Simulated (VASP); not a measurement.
Wanted: the native input for a VASP 6.6.1 run.

```yaml
Task: single point
Functional: PBE
Potentials_or_basis: VASP PAW PBE potentials, release 64 (Sn_d, Se)
Cutoff: 520 eV
k_mesh: 8 × 8 × 8
Occupations: gaussian, width 0.05 eV
Spin: no spin polarisation
Dipole_correction: no
Further_INCAR_settings: ALGO = Normal; EDIFF = 1e-07; NBANDS = 17
```

The structure of SnSe lies in POSCAR:

```
SnSe
1.0
    0.0000000000      3.0100000000      3.0100000000
    3.0100000000      0.0000000000      3.0100000000
    3.0100000000      3.0100000000      0.0000000000
Sn Se
1 1
Direct
    0.0000000000      0.0000000000      0.0000000000
    0.5000000000      0.5000000000      0.5000000000
```

One way to write it, as run:

INCAR

```
PREC = Accurate ; ENCUT = 520
EDIFF = 1E-7 ; ISMEAR = 0
SIGMA = 0.05 ; LREAL = False
LASPH = True ; NELM = 60
ALGO = Normal ; ISIF = 2
LWAVE = False ; LCHARG = False
GGA = PE ; NBANDS = 17
```

KPOINTS

```
regular mesh
0
Gamma
  8 8 8
```

Potentials or basis: VASP PAW PBE potentials, release 64 (Sn_d, Se).

The run is started by

```sh
$ cat potpaw_PBE.64/Sn_d/POTCAR potpaw_PBE.64/Se/POTCAR > POTCAR
$ mpirun -np 1 vasp_std > vasp.out
```

It gave:

| Property | Result |
| --- | --- |
| Pressure | 0.9 GPa |
| Band gap on the k mesh | 0.58 eV, direct |

Caveat: spin-orbit coupling is left out, which moves the levels of the heavy elements.

Run time: 39 s on 1 thread of AMD EPYC 7R13, with other jobs on the host, peak memory 0.16 GiB.
